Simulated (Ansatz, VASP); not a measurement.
# ZnCu: VASP beside Ansatz

```
Zn Cu
1.0
     2.90520    0.00000    0.00000
     0.00000    2.90520    0.00000
     0.00000    0.00000    2.90520
Zn Cu
1 1
Direct
  0.50000 0.50000 0.50000
  0.00000 0.00000 0.00000
```

Change from the starting cell: volume scaled by 0.96.

Alike in both runs: task single point; functional LDA; k mesh 9 × 9 × 9; occupations fermi-dirac, width 0.05 eV; no spin polarisation.

|  | VASP | Ansatz |
| --- | --- | --- |
| version | VASP 6.6.1 | Ansatz 0.2.0 |
| potentials or method | VASP PAW LDA potentials, release 64 (Zn, Cu), cutoff 520 eV | all-electron LAPW, scalar-relativistic |

Ansatz gave:

- gap on the k mesh at the Fermi level (eV): none
- pressure (GPa): -5.0

Question: What did VASP give for the same quantities?

Answer: gap on the k mesh at the Fermi level (eV): none; pressure (GPa): -4.0.

LDA's correlation is that of Perdew and Zunger in VASP and of Perdew and Wang (1992) in Ansatz. A gap of «none» marks a metal or a gap that the smearing closes. Ansatz ran all-electron here, and VASP with PAW potentials.
